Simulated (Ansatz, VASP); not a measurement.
# LiCl: VASP beside Ansatz

```xyz
4
Lattice="3.6418 0.0000 0.0000 -1.8209 3.1539 0.0000 0.0000 0.0000 5.9470" Properties=species:S:1:pos:R:3 pbc="T T T"
Li    0.0000    0.0000    0.0000
Li    0.0000    2.1026    2.9735
Cl    1.8209    1.0513    1.4868
Cl    1.8209    1.0513    4.4603
```

Alike in both runs: task relaxation of cell and atoms; functional PBE; k mesh 9 × 9 × 6; occupations gaussian, width 0.02 eV; no spin polarisation.

```csv
,VASP,Ansatz
version,VASP 6.6.1,Ansatz 0.2.0
potentials or method,"VASP PAW PBE potentials, release 64 (Li_sv, Cl), cutoff 600 eV","scalar-relativistic, plane waves, PAW"
valence electrons in the cell,20,20
```

Ansatz gave:

```
gap on the k mesh at the Fermi level, each at its own relaxed structure (eV) : 5.15
relaxed volume (Å³/atom)                                                     : 18.06
relaxed cell length with the largest relative difference (Å)                 : 3.571
```

Problem. Which values does VASP return?

Solution. gap on the k mesh at the Fermi level, each at its own relaxed structure (eV): 5.17; relaxed volume (Å³/atom): 18.01; relaxed cell length with the largest relative difference (Å): 3.566.

Noted on VASP's run: the cutoff is short for stress, so the pressure is rough.
